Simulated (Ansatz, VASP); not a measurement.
# W in VASP and in Ansatz

```
CELL_PARAMETERS angstrom
0.00000 2.16450 1.67316
2.16450 0.00000 1.67316
2.16450 2.16450 0.00000
ATOMIC_POSITIONS crystal
W 0.00000 0.00000 0.00000
```

Alike in both runs: task single point; functional LDA; k mesh 22 × 22 × 22; occupations gaussian, width 0.15 eV; no spin polarisation.

```csv
,VASP,Ansatz
version,VASP 6.6.1,Ansatz 0.2.0
potentials or method,"VASP PAW LDA potentials, release 64 (W_sv), cutoff 520 eV","scalar-relativistic, plane waves, PAW"
valence electrons in the cell,14,14
```

VASP gave:

* gap on the k mesh at the Fermi level (eV): none
* pressure (GPa): -2.5
* traceless stress, the component that is largest in VASP (GPa): -16.88

**Question.** Estimate Ansatz's values.

**Answer.** gap on the k mesh at the Fermi level (eV): none; pressure (GPa): -4.3; traceless stress, the component that is largest in VASP (GPa): -16.82.

Ansatz warns that its potentials were made for another functional, while VASP's fit it. LDA's correlation is that of Perdew and Zunger in VASP and of Perdew and Wang (1992) in Ansatz. A gap of «none» marks a metal or a gap that the smearing closes.

Spin-orbit coupling is off throughout.
